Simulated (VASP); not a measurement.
Set up this calculation in VASP 6.6.1, as the native input.

```yaml
Task: single point
Functional: PBEsol
Potentials_or_basis: VASP PAW PBE potentials, release 64 (B, N)
Cutoff: 520 eV
k_mesh: 12 × 12 × 4
Occupations: gaussian, width 0.05 eV
Spin: no spin polarisation
Dipole_correction: no
Further_INCAR_settings: ALGO = Normal; EDIFF = 1e-07; NBANDS = 16
```

The structure of BN lies in POSCAR:

```
BN
1.0
    2.4149653333      0.0000000000      0.0000000000
   -1.2074826667      2.0914210333      0.0000000000
    0.0000000000      0.0000000000      6.6357000000
B N
2 2
Direct
    0.3333333333      0.6666666667      0.2500000000
    0.6666666667      0.3333333333      0.7500000000
    0.3333333333      0.6666666667      0.7500000000
    0.6666666667      0.3333333333      0.2500000000
```

The input as run:

INCAR

```
SYSTEM = BN
PREC = Accurate
ENCUT = 520
EDIFF = 1E-7
ISMEAR = 0
SIGMA = 0.05
LREAL = .False.
LASPH = .True.
NELM = 100
ALGO = Normal
ISIF = 2
LWAVE = .False.
LCHARG = .False.
GGA = PS
NBANDS = 16
```

KPOINTS

```
Automatic mesh
0
Gamma
  12 12 4
  0 0 0
```

Potentials or basis: VASP PAW PBE potentials, release 64 (B, N).

Launch:

```console
$ cat potpaw_PBE.64/B/POTCAR potpaw_PBE.64/N/POTCAR > POTCAR
$ mpirun -np 1 vasp_std > vasp.out
```

Results of the run:

```yaml
Pressure: 31.4 GPa
Band_gap_on_the_k_mesh: 4.33 eV, indirect (least direct gap 4.85 eV)
```

Caveat: the PAW data sets were made with another functional, which shifts forces and pressure a little; this functional lacks dispersion, which binds the layers, so the pressure and a relaxed spacing across them are unreliable.

It took 38 s on 1 thread of Intel(R) Xeon(R) Platinum 8375C CPU @ 2.90GHz (Ice Lake), on a shared host, peak memory 0.15 GiB.
